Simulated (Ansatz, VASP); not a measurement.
**One calculation of Sb, two programs**

File INCAR:

```
SYSTEM = Sb
PREC = Accurate
ENCUT = 520
EDIFF = 1E-7
ISMEAR = 0
SIGMA = 0.15
LREAL = .FALSE.
LASPH = .TRUE.
NELM = 100
ALGO = Normal
ISIF = 2
LWAVE = .FALSE.
LCHARG = .FALSE.
GGA = PS
NBANDS = 12
```

File KPOINTS:

```
regular mesh
0
G
  18 18 10
  0 0 0
```

Contents of POSCAR:

```
Sb
1.0
    3.3690001795      0.0000000000      0.0000000000
   -1.6845000898      2.9176397408      0.0000000000
    0.0000000000      0.0000000000      5.3300000000
Sb
2
Direct
    0.3333333333      0.6666666667      0.2124765478
    0.6666666667      0.3333333333      0.7500000000
```

Input for Ansatz:

```yaml
crystal:
  lattice:
    - [3.3690001795, 0.0, 0.0]
    - [-1.6845000898, 2.9176397408, 0.0]
    - [0.0, 0.0, 5.33]
  atoms:
    - { symbol: Sb, position: [0.3333333333, 0.6666666667, 0.2124765478] }
    - { symbol: Sb, position: [0.6666666667, 0.3333333333, 0.75] }
basis:
  ecutwfc: 420
kpoints:
  mp_grid: { grid: [18, 18, 10] }
hamiltonian:
  xc: pbesol
scf:
  occupations: { method: gaussian, width: 0.15 }
output:
  forces: true
  stress: true
  eigenvalues: true
```

Alike in both runs: task single point; functional PBEsol; k mesh 18 × 18 × 10; occupations gaussian, width 0.15 eV; no spin polarisation.

```csv
,VASP,Ansatz
version,VASP 6.6.1,Ansatz 0.2.0
potentials or method,"VASP PAW PBE potentials, release 64 (Sb), cutoff 520 eV","scalar-relativistic, plane waves, PAW"
valence electrons in the cell,10,30
```

|  | VASP | Ansatz | Ansatz less VASP |
| --- | --- | --- | --- |
| gap on the k mesh at the Fermi level (eV) | none | none | - |
| pressure (GPa) | 0.9 | 0.9 | -0.02 |
| traceless stress, the component that is largest in VASP (GPa) | 0.29 | 0.27 | -0.025 |
| rms of the force components (eV/Å) | 0.160 | 0.152 | -0.0085 |

VASP's potentials were made for PBE, not for PBEsol. Atom by atom the forces differ by 0.008 eV/Å (rms over components). A gap of «none» marks a metal or a gap that the smearing closes. The functional is the same, so the differences come from potentials, cutoffs and numerics. VASP's potentials hold 10 valence electrons a cell and Ansatz's 30, so a difference there can come from the potentials and not from the codes.

Spin-orbit coupling is off throughout.
